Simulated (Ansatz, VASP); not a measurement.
## Mo in VASP and in Ansatz

```
Mo
1.0
     2.75806    0.00000    0.00000
    -1.37903    2.38855    0.00000
     0.00000    0.00000    4.89188
Mo
2
Direct
  0.33333 0.66667 0.25000
  0.66667 0.33333 0.75000
```

Alike in both runs: functional PBE; k mesh 15 × 15 × 8; occupations fermi-dirac, width 0.08 eV; no spin polarisation.

Ansatz relaxed the structure, and its values are those at the end. VASP's run is a single point on that final structure, the one shown.

|  | VASP | Ansatz |
| --- | --- | --- |
| version | VASP 6.6.1 | Ansatz 0.2.0 |
| potentials or method | VASP PAW PBE potentials, release 64 (Mo_sv) | PAW with Ansatz's default frozen-core files, scalar-relativistic |
| plane-wave cutoff (eV) | 520 | 420 |
| valence electrons in the cell | 28 | 28 |

Ansatz gave:

```
pressure (GPa) : 0.0
```

**Question.** What did VASP give for the same quantities?

**Answer.** Pressure (GPa): 0.5.

The functional is the same, so the differences come from potentials, cutoffs and numerics.
